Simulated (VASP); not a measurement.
Here is a VASP 6.6.1 calculation.

INCAR

```
SYSTEM = Ag
PREC = Accurate
ENCUT = 520
EDIFF = 1E-6
ISMEAR = 0
SIGMA = 0.15
LREAL = .False.
LASPH = .True.
NELM = 60
ALGO = Fast
ISIF = 2
LWAVE = .False.
LCHARG = .False.
GGA = PE
NBANDS = 30
```

The input KPOINTS:

```
Automatic mesh
0
Gamma
  18 18 6
  0 0 0
```

The input POSCAR:

```
Ag
1.0
    2.9368174862      0.0000000000      0.0000000000
   -1.4684087431      2.5433585493      0.0000000000
    0.0000000000      0.0000000000      9.7069645697
Ag
4
Direct
    0.3333333333      0.6666666667      0.2500000000
    0.6666666667      0.3333333333      0.7500000000
    0.0000000000      0.0000000000      0.0000000000
    0.0000000000      0.0000000000      0.5000000000
```

Potentials or basis: VASP PAW PBE potentials, release 64 (Ag).

Run with:

```sh
$ cat potpaw_PBE.64/Ag/POTCAR > POTCAR
$ mpirun -np 1 vasp_std > vasp.out
```

Task: What does it give for the band gap on the k mesh?

Result: Zero (bands 22 and 23 overlap by 6.44 eV).

Task: Predict the pressure.

Result: -1.3 GPa.

Stress tensor (GPa, compression positive):
```
-1.00  0.00  0.00
 0.00 -1.00  0.00
 0.00  0.00 -1.90
```

Caveat: the cell differs from its parent crystal (strain +0.000 along x and y, +0.015 along z).
